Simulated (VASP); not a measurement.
# Ta2N (P-31m) in VASP: single point with r2SCAN

Aim: the single point of Ta2N with r2SCAN.

Program: VASP 6.6.1. These are calculated values, not measurements. Logs are shortened: lines on timing, memory, paths and dates and some standing lists are left out, and cuts for length are marked.

## (1) The cell of the first run

It takes space group P-31m (No. 162, trigonal). Conventional cell: a = 5.297 Å, b = 5.297 Å, c = 4.939 Å, α = 90.00°, β = 90.00°, γ = 120.00°. Within 2.8 Å of Ta (site symmetry m) lie 3 N at 2.15 to 2.16 Å. Within 2.9 Å of N (site symmetry 32) lie 6 Ta at 2.16 Å. Within 2.8 Å of N (site symmetry -3m) lie 6 Ta at 2.15 Å.

## (2) Single point, r2SCAN

Contents of POSCAR:

```
Ta2N
1.0
    5.2965720500      0.0000000000      0.0000000000
   -2.6482860300      4.5869659500      0.0000000000
    0.0000000000      0.0000000000      4.9391825700
Ta N
6 3
Direct
    0.6663616800      0.6663616800      0.7536182600
    0.0000000000      0.3336383200      0.7536182600
    0.3336383200      0.0000000000      0.7536182600
    0.3336383200      0.3336383200      0.2463817400
    0.0000000000      0.6663616800      0.2463817400
    0.6663616800      0.0000000000      0.2463817400
    0.6666666700      0.3333333300      0.5000000000
    0.3333333300      0.6666666700      0.5000000000
    0.0000000000      0.0000000000      0.0000000000
```

Contents of INCAR.step1:

```
PREC = Accurate
ENCUT = 520
ISMEAR = 0
SIGMA = 0.1
LREAL = F
LASPH = T
NELM = 100
NBANDS = 50
GGA = PE
ALGO = Normal
EDIFF = 1E-4
LWAVE = T
LCHARG = F
```

Contents of INCAR.step2:

```
PREC = Accurate
ENCUT = 520
EDIFF = 1E-6
ISMEAR = 0
SIGMA = 0.1
LREAL = F
LASPH = T
NELM = 100
ALGO = Normal
ISIF = 2
LWAVE = F
LCHARG = T
METAGGA = R2SCAN
LMIXTAU = T
LELF = T
LVHAR = T
NBANDS = 50
ISTART = 1
```

Contents of KPOINTS:

```
Automatic mesh
0
Gamma
  6 6 4
```

Potentials or basis: VASP PAW PBE potentials, release 64 (Ta_pv, N).

On the command line:

```console
$ cat potpaw_PBE.64/Ta_pv/POTCAR potpaw_PBE.64/N/POTCAR > POTCAR
$ cp INCAR.step1 INCAR
$ mpirun -np 1 vasp_std > vasp.out
$ cp INCAR.step2 INCAR
$ mpirun -np 1 vasp_std > vasp.out
```

OUTCAR:

```text
PREC = Accurate
   ENCUT = 520
   EDIFF = 1E-6
   ISMEAR = 0
   LREAL = F
   LASPH = T
   NELM = 100
   ISIF = 2
   METAGGA = R2SCAN
   ISTART = 1

 ion  position               nearest neighbor table
   1  0.666  0.666  0.754-   9 2.15   8 2.16   7 2.16   4 3.00   5 3.01   6 3.01   2 3.06   3 3.06
                             2 3.06   3 3.06   3 3.06   2 3.06   4 3.06   5 3.07   6 3.07
   2  0.000  0.334  0.754-   9 2.15   7 2.16   8 2.16   5 3.00   6 3.01   4 3.01   3 3.06   1 3.06
                             3 3.06   1 3.06   1 3.06   3 3.06   5 3.06   6 3.07   4 3.07
   3  0.334  0.000  0.754-   9 2.15   8 2.16   7 2.16   6 3.00   5 3.01   4 3.01   2 3.06   2 3.06
                             1 3.06   1 3.06   1 3.06   2 3.06   6 3.06   5 3.07   4 3.07
   4  0.334  0.334  0.246-   9 2.15   7 2.16   8 2.16   1 3.00   2 3.01   3 3.01   5 3.06   6 3.06
                             5 3.06   6 3.06   6 3.06   5 3.06   1 3.06   2 3.07   3 3.07
   5  0.000  0.666  0.246-   9 2.15   8 2.16   7 2.16   2 3.00   3 3.01   1 3.01   6 3.06   4 3.06
                             6 3.06   4 3.06   4 3.06   6 3.06   2 3.06   3 3.07   1 3.07
   6  0.666  0.000  0.246-   9 2.15   7 2.16   8 2.16   3 3.00   2 3.01   1 3.01   5 3.06   5 3.06
                             4 3.06   4 3.06   4 3.06   5 3.06   3 3.06   2 3.07   1 3.07
   7  0.667  0.333  0.500-   2 2.16   6 2.16   5 2.16   3 2.16   4 2.16   1 2.16
   8  0.333  0.667  0.500-   5 2.16   3 2.16   2 2.16   6 2.16   1 2.16   4 2.16
   9  0.000  0.000  0.000-   1 2.15   4 2.15   3 2.15   6 2.15   5 2.15   2 2.15

  LATTYP: Found a hexagonal cell.
 ALAT       =     5.2965720500
 C/A-ratio  =     0.9325243806

  Lattice vectors:

 A1 = (   5.2965720500,   0.0000000000,   0.0000000000)
 A2 = (  -2.6482860300,   4.5869659500,   0.0000000000)
 A3 = (   0.0000000000,   0.0000000000,   4.9391825700)

Analysis of symmetry for initial positions (statically):
=====================================================================
 Subroutine PRICEL returns:
 Original cell was already a primitive cell.

 Routine SETGRP: Setting up the symmetry group for a
 hexagonal supercell.

 Subroutine GETGRP returns: Found 12 space group operations
 (whereof 12 operations were pure point group operations)
 out of a pool of 24 trial point group operations.

The static configuration has the point symmetry D_3d.

Analysis of symmetry for dynamics (positions and initial velocities):
=====================================================================
 Subroutine PRICEL returns:
 Original cell was already a primitive cell.

 Routine SETGRP: Setting up the symmetry group for a
 hexagonal supercell.

 Subroutine GETGRP returns: Found 12 space group operations
 (whereof 12 operations were pure point group operations)
 out of a pool of 24 trial point group operations.

The dynamic configuration has the point symmetry D_3d.

 Subroutine INISYM returns: Found 12 space group operations
 (whereof 12 operations are pure point group operations),
 and found     1 'primitive' translations

----------------------------------------------------------------------------------------

                                     Primitive cell

  volume of cell :     119.9984

  direct lattice vectors                    reciprocal lattice vectors
     5.296572050  0.000000000  0.000000000     0.188801359  0.109004515  0.000000000
    -2.648286030  4.586965950  0.000000000     0.000000000  0.218009031  0.000000000
     0.000000000  0.000000000  4.939182570     0.000000000  0.000000000  0.202462652

  length of vectors
     5.296572050  5.296572054  4.939182570     0.218009031  0.218009031  0.202462652

  position of ions in fractional coordinates (direct lattice)
     0.666361680  0.666361680  0.753618260
     0.000000000  0.333638320  0.753618260
     0.333638320  0.000000000  0.753618260
     0.333638320  0.333638320  0.246381740
     0.000000000  0.666361680  0.246381740
     0.666361680  0.000000000  0.246381740
     0.666666670  0.333333330  0.500000000
     0.333333330  0.666666670  0.500000000
     0.000000000  0.000000000  0.000000000

  ion indices of the primitive-cell ions
   primitive index   ion index
                 1           1
                 2           2
                 3           3
                 4           4
                 5           5
                 6           6
                 7           7
                 8           8
                 9           9

----------------------------------------------------------------------------------------

 KPOINTS: Automatic mesh

Automatic generation of k-mesh.
 Grid dimensions read from file:
 generate k-points for:    6    6    4

 Generating k-lattice:

  Cartesian coordinates                     Fractional coordinates (reciprocal lattice)
     0.031466893  0.018167419  0.000000000     0.166666667  0.000000000  0.000000000
     0.000000000  0.036334838  0.000000000     0.000000000  0.166666667  0.000000000
     0.000000000  0.000000000  0.050615663     0.000000000  0.000000000  0.250000000

  Length of vectors
     0.036334838  0.036334838  0.050615663

  Shift w.r.t. Gamma in fractional coordinates (k-lattice)
     0.000000000  0.000000000  0.000000000

 Subroutine IBZKPT returns following result:
 ===========================================

 Found     24 irreducible k-points:

 Following reciprocal coordinates:
            Coordinates               Weight
  0.000000  0.000000  0.000000      1.000000
  0.166667  0.000000  0.000000      6.000000
  0.333333  0.000000  0.000000      6.000000
  0.500000  0.000000  0.000000      3.000000
  0.166667  0.166667  0.000000      6.000000
  0.333333  0.166667  0.000000     12.000000
[... 16 lines left out ...]
  0.333333  0.166667  0.500000     12.000000
  0.333333  0.333333  0.500000      2.000000
   k-points           NKPTS =     24   k-points in BZ     NKDIM =     24   number of bands    NBANDS=     50
   number of dos      NEDOS =    301   number of ions     NIONS =      9
   total plane-waves  NPLWV =  64000
   dimension x,y,z NGX =    40 NGY =   40 NGZ =   40
   dimension x,y,z NGXF=    80 NGYF=   80 NGZF=   80
   ions per type =               6   3
   NGX,Y,Z   is equivalent  to a cutoff of  12.55, 12.55, 13.46 a.u.
   NGXF,Y,Z  is equivalent  to a cutoff of  25.11, 25.11, 26.93 a.u.
 SYSTEM =  unknown system
   PREC   = accura    normal or accurate (medium, high low for compatibility)
   ISTART =      1    job   : 0-new  1-cont  2-samecut
   ICHARG =      0    charge: 1-file 2-atom 10-const
   ISPIN  =      1    spin polarized calculation?
   LNONCOLLINEAR =      F non collinear calculations
   LSORBIT =      F    spin-orbit coupling
   LASPH  =      T    aspherical Exc in radial PAW
   ENCUT  =  520.0 eV  38.22 Ry    6.18 a.u.   9.85  9.85  9.18*2*pi/ulx,y,z
   NELM   =    100;   NELMIN=  2; NELMDL=  0     # of ELM steps
   EDIFF  = 0.1E-05   stopping-criterion for ELM
   LREAL  =      F    real-space projection
   EDIFFG = 0.1E-04   stopping-criterion for IOM
   NSW    =      0    number of steps for IOM
   IBRION =     -1    ionic relax: 0-MD 1-quasi-New 2-CG
   NFREE  =      0    steps in history (QN), initial steepest desc. (CG)
   ISIF   =      2    stress and relaxation
   ISYM   =      2    0-nonsym 1-usesym 2-fastsym
   POTIM  = 0.5000    time-step for ionic-motion
   TEBEG  =    0.0;   TEEND  =   0.0 temperature during run
   PSTRESS=    0.0 pullay stress
   NELECT =      81.0000    total number of electrons
   NUPDOWN=      -1.0000    fix difference up-down
   EMIN   =  10.00;   EMAX   =-10.00  energy-range for DOS
   EFERMI =   0.00;   METHOD = LEGACY
   ISMEAR =     0;   SIGMA  =   0.10  broadening in eV -4-tet -1-fermi 0-gaus
   EFERMI_NEDOS =   21; number of points for ismear=-14 and -15
   IALGO  =     38    algorithm
   IMIX   =      4    mixing-type and parameters
     AMIX     =   0.40;   BMIX     =  1.00
     AMIX_MAG =   1.60;   BMIX_MAG =  1.00
  volume/ion in A,a.u.               =      13.33        89.98
  Fermi-wavevector in a.u.,A,eV,Ry     =   1.436078  2.713794 28.059565  2.062320
  Thomas-Fermi vector in A             =   2.555306
   LORBIT       =      0    0 simple, 1 ext, 2 COOP (PROOUT), +10 PAW based schemes
   METAGGA = R2SCAN    functional components
   LHFCALC =     F    Hartree Fock is set to
   AEXX    =    0.0000 exact exchange contribution
   IVDW    =     0    specifies the selected vdW correction
   LEPSILON=     F    determine dielectric tensor
   LRPA    =     F    only Hartree local field effects (RPA)
 non-spin polarized calculation
 Gauss-broadening in eV      SIGMA  =   0.10
  energy-cutoff  :      520.00
  volume of cell :      120.00
 maximum number of plane-waves:      3258
   NGX = 19   NGY = 19   NGZ = 19

 number of electron      81.0000001 magnetization

 Free energy of the ion-electron system (eV)
  ---------------------------------------------------
  ext. energy  EPLUGINS =         0.00000000
  ---------------------------------------------------
  free energy    TOTEN  =      -328.22511433 eV

  energy without entropy =     -328.21549127  energy(sigma->0) =     -328.22030280

 E-fermi :   7.4189     XC(G=0): -14.0525

 val. band max:        7.3897117686   @ k =   0.1667   0.1667   0.0000
 cond. band min:       7.4297612510   @ k =   0.0000   0.0000   0.0000
 fundamental gap:      0.0400494824
 Fermi energy:         7.4188895813

 k-point     1 :       0.0000    0.0000    0.0000
  band No.  band energies     occupation
      1     -29.6083      2.00000
      2     -29.2284      2.00000
      3     -29.0582      2.00000
      4     -29.0582      2.00000
      5     -29.0293      2.00000
      6     -29.0293      2.00000
[... 42 lines left out ...]
     49      10.6170      0.00000
     50      11.1473      0.00000
[... 1217 lines left out ...]
     49      10.5311      0.00000
     50      10.5311      0.00000

------------------------ aborting loop because EDIFF is reached ----------------------------------------

  FORCE on cell =-STRESS in cart. coord.  units (eV):
  Direction    XX          YY          ZZ          XY          YZ          ZX
  --------------------------------------------------------------------------------------
  -------------------------------------------------------------------------------------
  Total        0.0601810      0.0601810     -0.3774555     -0.0000000      0.0000000     -0.0000000
  in kB        0.8035165      0.8035165     -5.0396555     -0.0000000      0.0000000     -0.0000000
  external PRESSURE =      -1.1442075 kB  Pullay stress =       0.0000000 kB

 VOLUME and BASIS-vectors are now :
 -----------------------------------------------------------------------------
  energy-cutoff  :      520.00
  volume of cell :      120.00
      direct lattice vectors                 reciprocal lattice vectors
     5.296572050  0.000000000  0.000000000     0.188801359  0.109004515  0.000000000
    -2.648286030  4.586965950  0.000000000     0.000000000  0.218009031  0.000000000
     0.000000000  0.000000000  4.939182570     0.000000000  0.000000000  0.202462652

 POSITION                                       TOTAL-FORCE (eV/Angst)
 -----------------------------------------------------------------------------------
      1.76472      3.05658      3.72226         0.011387      0.019722      0.020189
     -0.88357      1.53039      3.72226         0.011387     -0.019722      0.020189
      1.76714      0.00000      3.72226        -0.022773      0.000000      0.020189
      0.88357      1.53039      1.21692        -0.011387     -0.019722     -0.020189
     -1.76472      3.05658      1.21692        -0.011387      0.019722     -0.020189
      3.52943      0.00000      1.21692         0.022773     -0.000000     -0.020189
      2.64829      1.52899      2.46959        -0.000000      0.000000     -0.000000
     -0.00000      3.05798      2.46959        -0.000000     -0.000000     -0.000000
      0.00000      0.00000      0.00000        -0.000000      0.000000     -0.000000
 -----------------------------------------------------------------------------------
    total drift:                                0.000000      0.000000     -0.000000

  FREE ENERGIE OF THE ION-ELECTRON SYSTEM (eV)
  ---------------------------------------------------
  free  energy   TOTEN  =      -328.2251143320 eV

  energy  without entropy=     -328.2154912700  energy(sigma->0) =     -328.22030280
```

Wall time 7.5 min (1 thread of Intel Xeon Platinum 8259CL at 2.50GHz (Skylake/Cascade Lake), shared host); peak memory 0.32 GiB.

What came out:

| Quantity | Value |
| --- | --- |
| Free energy | -328.2251 eV |
| Pressure | -0.1 GPa |
| Largest force | 0.030 eV/Å |
| Band gap on the k mesh | zero (an odd number of electrons rules out a gap without spin polarisation) |

Forces in eV/Å, atoms in the order of the input:
```
Ta   0.011  0.020  0.020
Ta   0.011 -0.020  0.020
Ta  -0.023  0.000  0.020
Ta  -0.011 -0.020 -0.020
Ta  -0.011  0.020 -0.020
Ta   0.023  0.000 -0.020
N    0.000  0.000  0.000
N    0.000  0.000  0.000
N    0.000  0.000  0.000
```

Stress tensor (GPa, compression positive):
```
 0.08  0.00  0.00
 0.00  0.08  0.00
 0.00  0.00 -0.50
```

Levels at points of the mesh, in eV from the Fermi level:
```tsv
k point	band 38	band 39	band 40	band 41	band 42	band 43	band 44	band 45
(0.00, 0.00, 0.00)	-0.69	-0.49	-0.49	-0.40	0.01	0.01	0.85	0.85
(0.50, 0.00, 0.00)	-2.04	-1.52	0.41	0.66	1.07	1.12	1.94	2.42
(0.00, 0.00, 0.50)	-1.85	-1.45	-1.45	-0.89	0.72	0.72	1.03	2.21
(0.50, 0.00, 0.50)	-1.30	-1.21	-0.81	-0.14	0.22	0.25	0.66	1.08
```

Caveat: the PAW data sets were made with another functional, which shifts forces and pressure a little; spin-orbit coupling is left out, which moves the levels of the heavy elements.

The gap in the log of VASP goes by the Fermi energy; the results here count the filled bands.